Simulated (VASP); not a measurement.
# TaN (zincblende type) (F-43m) in VASP: further runs

Runs on TaN (zincblende type). Level: PBE. Tasks: relaxation of cell and atoms.

Everything below comes from runs of VASP 6.6.1. Logs are shortened: lines on timing, memory, paths and dates and some standing lists are left out, and cuts for length are marked.

### Step 1. The cell of the first run

It takes space group F-43m (No. 216, cubic). The conventional cell has a = 4.694 Å, b = 4.694 Å, c = 4.694 Å, α = 90.00°, β = 90.00°, γ = 90.00°. Ta (site symmetry -43m) has 4 N at 2.03 Å within 2.7 Å. Within 2.7 Å of N (site symmetry -43m) lie 4 Ta at 2.03 Å.

### Step 2. Relaxation of cell and atoms, PBE, target pressure -0.091 GPa, at which the enthalpy is minimised

INCAR

```
SYSTEM = TaN
  PREC = Accurate
  ENCUT = 600
  EDIFF = 1E-6
  ISMEAR = -1
  SIGMA = 0.08
  LREAL = .FALSE.
  LASPH = .TRUE.
  NELM = 60
  ALGO = Normal
  ISIF = 3
  LWAVE = .FALSE.
  LCHARG = .FALSE.
  GGA = PE
  IBRION = 2
  NSW = 60
  EDIFFG = -0.005
  PSTRESS = -0.9099999999999999
```

KPOINTS

```
Automatic mesh
0
G
  15 15 15
  0 0 0
```

POSCAR

```
TaN
1.0
    0.0000000000      2.3471333844      2.3471333844
    2.3471333844      0.0000000000      2.3471333844
    2.3471333844      2.3471333844      0.0000000000
Ta N
1 1
Direct
    0.0000000000      0.0000000000      0.0000000000
    0.2500000000      0.2500000000      0.2500000000
```

Potentials or basis: VASP PAW PBE potentials, release 64 (Ta_pv, N).

On the command line:

```bash
> cat potpaw_PBE.64/Ta_pv/POTCAR potpaw_PBE.64/N/POTCAR > POTCAR
> mpirun -np 1 vasp_std > vasp.out
```

OUTCAR:

```text
SYSTEM = TaN
   PREC = Accurate
   ENCUT = 600
   EDIFF = 1E-6
   ISMEAR = -1
   LREAL = .FALSE.
   LASPH = .TRUE.
   NELM = 60
   ISIF = 3
   GGA = PE
   IBRION = 2
   NSW = 60
   EDIFFG = -0.005
   PSTRESS = -0.9099999999999999

 ion  position               nearest neighbor table
   1  0.000  0.000  0.000-   2 2.03   2 2.03   2 2.03   2 2.03
   2  0.250  0.250  0.250-   1 2.03   1 2.03   1 2.03   1 2.03

  LATTYP: Found a face centered cubic cell.
 ALAT       =     4.6942667688

  Lattice vectors:

 A1 = (   0.0000000000,   2.3471333844,   2.3471333844)
 A2 = (   2.3471333844,   0.0000000000,   2.3471333844)
 A3 = (   2.3471333844,   2.3471333844,   0.0000000000)

Analysis of symmetry for initial positions (statically):
=====================================================================
 Subroutine PRICEL returns:
 Original cell was already a primitive cell.

 Routine SETGRP: Setting up the symmetry group for a
 face centered cubic supercell.

 Subroutine GETGRP returns: Found 24 space group operations
 (whereof 24 operations were pure point group operations)
 out of a pool of 48 trial point group operations.

The static configuration has the point symmetry T_d .

Analysis of symmetry for dynamics (positions and initial velocities):
=====================================================================
 Subroutine PRICEL returns:
 Original cell was already a primitive cell.

 Routine SETGRP: Setting up the symmetry group for a
 face centered cubic supercell.

 Subroutine GETGRP returns: Found 24 space group operations
 (whereof 24 operations were pure point group operations)
 out of a pool of 48 trial point group operations.

The dynamic configuration has the point symmetry T_d .

 Subroutine INISYM returns: Found 24 space group operations
 (whereof 24 operations are pure point group operations),
 and found     1 'primitive' translations

----------------------------------------------------------------------------------------

                                     Primitive cell

  volume of cell :      25.8609

  direct lattice vectors                    reciprocal lattice vectors
     0.000000000  2.347133384  2.347133384    -0.213025814  0.213025814  0.213025814
     2.347133384  0.000000000  2.347133384     0.213025814 -0.213025814  0.213025814
     2.347133384  2.347133384  0.000000000     0.213025814  0.213025814 -0.213025814

  length of vectors
     3.319347865  3.319347865  3.319347865     0.368971533  0.368971533  0.368971533

  position of ions in fractional coordinates (direct lattice)
     0.000000000  0.000000000  0.000000000
     0.250000000  0.250000000  0.250000000

  ion indices of the primitive-cell ions
   primitive index   ion index
                 1           1
                 2           2

----------------------------------------------------------------------------------------

 KPOINTS: Automatic mesh

Automatic generation of k-mesh.
 Grid dimensions read from file:
 generate k-points for:   15   15   15

 Generating k-lattice:

  Cartesian coordinates                     Fractional coordinates (reciprocal lattice)
    -0.014201721  0.014201721  0.014201721     0.066666667  0.000000000  0.000000000
     0.014201721 -0.014201721  0.014201721     0.000000000  0.066666667  0.000000000
     0.014201721  0.014201721 -0.014201721     0.000000000  0.000000000  0.066666667

  Length of vectors
     0.024598102  0.024598102  0.024598102

  Shift w.r.t. Gamma in fractional coordinates (k-lattice)
     0.000000000  0.000000000  0.000000000

 Subroutine IBZKPT returns following result:
 ===========================================

 Found    120 irreducible k-points:

 Following reciprocal coordinates:
            Coordinates               Weight
  0.000000  0.000000  0.000000      1.000000
  0.066667  0.000000  0.000000      8.000000
  0.133333  0.000000  0.000000      8.000000
  0.200000  0.000000  0.000000      8.000000
  0.266667  0.000000  0.000000      8.000000
  0.333333  0.000000  0.000000      8.000000
[... 16 lines left out ...]
  0.133333  0.133333  0.000000      6.000000
  0.200000  0.133333  0.000000     24.000000
 [... further k-points ...]
   k-points           NKPTS =    120   k-points in BZ     NKDIM =    120   number of bands    NBANDS=     12
   number of dos      NEDOS =    301   number of ions     NIONS =      2
   total plane-waves  NPLWV =  21952
   dimension x,y,z NGX =    28 NGY =   28 NGZ =   28
   dimension x,y,z NGXF=    56 NGYF=   56 NGZF=   56
   ions per type =               1   1
   NGX,Y,Z   is equivalent  to a cutoff of  14.02, 14.02, 14.02 a.u.
   NGXF,Y,Z  is equivalent  to a cutoff of  28.05, 28.05, 28.05 a.u.
 SYSTEM =  TaN
   PREC   = accura    normal or accurate (medium, high low for compatibility)
   ISTART =      0    job   : 0-new  1-cont  2-samecut
   ICHARG =      2    charge: 1-file 2-atom 10-const
   ISPIN  =      1    spin polarized calculation?
   LNONCOLLINEAR =      F non collinear calculations
   LSORBIT =      F    spin-orbit coupling
   LASPH  =      T    aspherical Exc in radial PAW
   ENCUT  =  600.0 eV  44.10 Ry    6.64 a.u.   6.63  6.63  6.63*2*pi/ulx,y,z
   NELM   =     60;   NELMIN=  2; NELMDL= -5     # of ELM steps
   EDIFF  = 0.1E-05   stopping-criterion for ELM
   LREAL  =      F    real-space projection
   EDIFFG = -.5E-02   stopping-criterion for IOM
   NSW    =     60    number of steps for IOM
   IBRION =      2    ionic relax: 0-MD 1-quasi-New 2-CG
   NFREE  =      1    steps in history (QN), initial steepest desc. (CG)
   ISIF   =      3    stress and relaxation
   ISYM   =      2    0-nonsym 1-usesym 2-fastsym
   POTIM  = 0.5000    time-step for ionic-motion
   TEBEG  =    0.0;   TEEND  =   0.0 temperature during run
   PSTRESS=   -0.9 pullay stress
   NELECT =      16.0000    total number of electrons
   NUPDOWN=      -1.0000    fix difference up-down
   EMIN   =  10.00;   EMAX   =-10.00  energy-range for DOS
   EFERMI =   0.00;   METHOD = LEGACY
   ISMEAR =    -1;   SIGMA  =   0.08  broadening in eV -4-tet -1-fermi 0-gaus
   EFERMI_NEDOS =   21; number of points for ismear=-14 and -15
   IALGO  =     38    algorithm
   IMIX   =      4    mixing-type and parameters
     AMIX     =   0.40;   BMIX     =  1.00
     AMIX_MAG =   1.60;   BMIX_MAG =  1.00
  volume/ion in A,a.u.               =      12.93        87.26
  Fermi-wavevector in a.u.,A,eV,Ry     =   1.394977  2.636124 26.476406  1.945961
  Thomas-Fermi vector in A             =   2.518474
   LORBIT       =      0    0 simple, 1 ext, 2 COOP (PROOUT), +10 PAW based schemes
   GGA     = PE    functional components
   LHFCALC =     F    Hartree Fock is set to
   AEXX    =    0.0000 exact exchange contribution
   IVDW    =     0    specifies the selected vdW correction
   LEPSILON=     F    determine dielectric tensor
   LRPA    =     F    only Hartree local field effects (RPA)
 conjugate gradient relaxation of ions
 non-spin polarized calculation
  energy-cutoff  :      600.00
  volume of cell :       25.86
 maximum number of plane-waves:       887
   NGX = 13   NGY = 13   NGZ = 13

--------------------------------------- Ionic step        1  -------------------------------------------

 number of electron      16.0000000 magnetization

 Free energy of the ion-electron system (eV)
  ---------------------------------------------------
  ext. energy  EPLUGINS =         0.00000000
  ---------------------------------------------------
  free energy    TOTEN  =       -21.48795048 eV

  energy without entropy =      -21.46340433  energy(sigma->0) =      -21.47567741

------------------------ aborting loop because EDIFF is reached ----------------------------------------

  FORCE on cell =-STRESS in cart. coord.  units (eV):
  Direction    XX          YY          ZZ          XY          YZ          ZX
  --------------------------------------------------------------------------------------
  -------------------------------------------------------------------------------------
  Total        1.8174201      1.8174201      1.8174201      0.0000000      0.0000000      0.0000000
  in kB      112.5959065    112.5959065    112.5959065      0.0000000      0.0000000      0.0000000
  external PRESSURE =     113.5059065 kB  Pullay stress =      -0.9100000 kB
[... 99 lines left out ...]
  enthalpy is  TOTEN    =       -21.5404964261 eV   P V=       -0.0153378283

--------------------------------------- Ionic step        4  -------------------------------------------

 number of electron      15.9999999 magnetization

 Free energy of the ion-electron system (eV)
  ---------------------------------------------------
  ext. energy  EPLUGINS =         0.00000000
  ---------------------------------------------------
  free energy    TOTEN  =       -21.52520655 eV

  energy without entropy =      -21.49878454  energy(sigma->0) =      -21.51199554

 E-fermi :   6.8043     XC(G=0): -11.9191

 val. band max:        6.7989254428   @ k =  -0.3333   0.2000   0.0000
 cond. band min:       6.8058696411   @ k =  -0.3333   0.4667   0.2000
 fundamental gap:      0.0069441983
 Fermi energy:         6.8042642531

 k-point     1 :       0.0000    0.0000    0.0000
  band No.  band energies     occupation
      1     -28.8536      2.00000
      2     -28.8536      2.00000
      3     -28.8536      2.00000
      4     -10.7014      2.00000
      5      -0.1163      2.00000
      6      -0.1163      2.00000
      7      -0.1163      2.00000
      8       5.6564      2.00000
      9       7.2850      0.00490
     10       7.2850      0.00490
     11      12.4742      0.00000
     12      12.4742      0.00000
[... 331 lines left out ...]
 k-point    24 :       0.2000    0.1333    0.0000
  band No.  band energies     occupation
      1     -28.9784      2.00000
      2     -28.8910      2.00000
      3     -28.8882      2.00000
      4     -10.2425      2.00000
      5      -0.8017      2.00000
      6       0.2818      2.00000
      7       0.2992      2.00000
      8       6.0891      1.99974
      9       7.5172      0.00027
     10       7.6059      0.00009
     11      12.0306      0.00000
     12      12.3820      0.00000

 [... further k-points ...]

------------------------ aborting loop because EDIFF is reached ----------------------------------------

  FORCE on cell =-STRESS in cart. coord.  units (eV):
  Direction    XX          YY          ZZ          XY          YZ          ZX
  --------------------------------------------------------------------------------------
  -------------------------------------------------------------------------------------
  Total       -0.0209566     -0.0209566     -0.0209566      0.0000000     -0.0000000      0.0000000
  in kB       -1.2447876     -1.2447876     -1.2447876      0.0000000     -0.0000000      0.0000000
  external PRESSURE =      -0.3347876 kB  Pullay stress =      -0.9100000 kB
[... 17 lines left out ...]
  FREE ENERGIE OF THE ION-ELECTRON SYSTEM (eV)
  ---------------------------------------------------
  free  energy   TOTEN  =       -21.5252065464 eV

  energy  without entropy=      -21.4987845357  energy(sigma->0) =      -21.51199554

  enthalpy is  TOTEN    =       -21.5405268310 eV   P V=       -0.0153202846

 reached required accuracy - stopping structural energy minimisation
```

Wall time 2.8 min (1 thread of Intel Xeon 8259CL, shared host); peak memory 0.2 GiB.

Results:

```
Free energy                                                : -21.5252 eV
Relaxed volume                                             : 13.49 Å³/atom
Relaxed cell                                               : a = 3.366 Å, b = 3.366 Å, c = 3.366 Å, α = 60.00°, β = 60.00°, γ = 60.00°
Space group after relaxing (to 0.1 Å)                      : F-43m (No. 216)
Energy change on relaxing (the run minimises the enthalpy) : -18.6 meV/atom
Ionic steps                                                : 4
Pressure after relaxing                                    : -0.1 GPa
Band gap on the k mesh                                     : zero (bands 8 and 9 overlap by 0.94 eV)
```

The path:
| step | energy change (eV) | largest force (eV/Å) | pressure (GPa) | volume (Å³) |
| --- | --- | --- | --- | --- |
| 1 | 0.0000 | 0.0000 | 11.26 | 25.86 |
| 2 | 0.1134 | 0.0000 | -17.97 | 29.44 |
| 3 | -0.0372 | 0.0000 | -0.39 | 27.00 |
| 4 | -0.0373 | 0.0000 | -0.12 | 26.97 |

Final structure:
```
Ta N
1.0
     0.00000    2.38032    2.38032
     2.38032    0.00000    2.38032
     2.38032    2.38032    0.00000
Ta N
1 1
Direct
  0.00000 0.00000 0.00000
  0.25000 0.25000 0.25000
```

Caveat: the cell is relaxed towards a set pressure, so the run minimises the enthalpy, not the energy; spin-orbit coupling is left out, which moves the levels of the heavy elements.

### Step 3. Relaxation of cell and atoms, PBE, target pressure -0.091 GPa, at which the enthalpy is minimised

This run uses another cell than the first one, of 13.46 Å³/atom.

INCAR

```
PREC = Accurate
ENCUT = 600
EDIFF = 1E-6
ISMEAR = -1
SIGMA = 0.08
LREAL = False
LASPH = True
NELM = 80
ALGO = Normal
ISIF = 3
LWAVE = False
LCHARG = False
GGA = PE
IBRION = 2
NSW = 32
EDIFFG = -0.005
PSTRESS = -0.9099999999999999
```

KPOINTS

```
Automatic mesh
0
Gamma
  15 15 15
```

POSCAR

```
TaN
1.0
    0.0000000000      2.3787244672      2.3787244672
    2.3787244672      0.0000000000      2.3787244672
    2.3787244672      2.3787244672      0.0000000000
Ta N
1 1
Direct
    0.0000000000      0.0000000000      0.0000000000
    0.2500000000      0.2500000000      0.2500000000
```

Potentials or basis: VASP PAW PBE potentials, release 64 (Ta_pv, N).

On the command line:

```bash
> cat potpaw_PBE.64/Ta_pv/POTCAR potpaw_PBE.64/N/POTCAR > POTCAR
> mpirun -np 1 vasp_std > vasp.out
```

Run time: 99 s. Hardware: 1 thread of Intel Xeon 8259CL, shared host; peak memory 0.2 GiB.

It converged, with:

```
Free energy                                                : -21.5263 eV
Relaxed volume                                             : 13.48 Å³/atom
Relaxed cell                                               : a = 3.366 Å, b = 3.366 Å, c = 3.366 Å, α = 60.00°, β = 60.00°, γ = 60.00°
Space group after relaxing (to 0.1 Å)                      : F-43m (No. 216)
Energy change on relaxing (the run minimises the enthalpy) : -0.0 meV/atom
Ionic steps                                                : 3
Pressure after relaxing                                    : -0.1 GPa
Band gap on the k mesh                                     : zero (bands 8 and 9 overlap by 0.94 eV)
```

Final structure:
```
Ta N
1.0
     0.00000    2.38018    2.38018
     2.38018    0.00000    2.38018
     2.38018    2.38018    0.00000
Ta N
1 1
Cartesian
  0.0000 0.0000 0.0000
  1.1901 1.1901 1.1901
```

Levels at points of the mesh, in eV from the Fermi level:
| k point | band 5 | band 6 | band 7 | band 8 | band 9 | band 10 | band 11 | band 12 |
| --- | --- | --- | --- | --- | --- | --- | --- | --- |
| (0.00, 0.00, 0.00) | -6.92 | -6.92 | -6.92 | -1.15 | 0.48 | 0.48 | 5.67 | 5.67 |

Caveat: the cell is relaxed towards a set pressure, so the run minimises the enthalpy, not the energy; spin-orbit coupling is left out, which moves the levels of the heavy elements.
